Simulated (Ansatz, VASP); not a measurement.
One calculation of Ta2N, two programs

```
Ta N
1.0
     3.10114    0.00000    0.00000
    -1.55057    2.68567    0.00000
     0.00000    0.00000    4.63780
Ta N
2 1
Direct
  0.66667 0.33333 0.74491
  0.33333 0.66667 0.25509
  0.00000 0.00000 0.00000
```

Change from the starting cell: strain +0.000 along x and y, -0.050 along z, atoms carried along.

Alike in both runs: task single point; functional PBE; k mesh 18 × 18 × 10; occupations gaussian, width 0.15 eV; no spin polarisation.

|  | VASP | Ansatz |
| --- | --- | --- |
| version | VASP 6.6.1 | Ansatz 0.2.0 |
| potentials or method | VASP PAW PBE potentials, release 64 (Ta_pv, N), cutoff 520 eV | scalar-relativistic, plane waves, PAW |
| valence electrons in the cell | 27 | 31 |

```tsv
	VASP	Ansatz	Ansatz less VASP
gap on the k mesh at the Fermi level (eV)	none	none	-
pressure (GPa)	17.1	16.5	-0.60
traceless stress, the component that is largest in VASP (GPa)	8.53	8.60	+0.077
rms of the force components (eV/Å)	0.042	0.069	+0.0271
```

Atom by atom the forces differ by 0.027 eV/Å (rms over components). A gap of «none» marks a metal or a gap that the smearing closes. With one functional, cell and mesh, what is left measures potentials, basis and numerics. VASP's potentials hold 27 valence electrons a cell and Ansatz's 31, so a difference there can come from the potentials and not from the codes.

Spin-orbit coupling is off throughout.
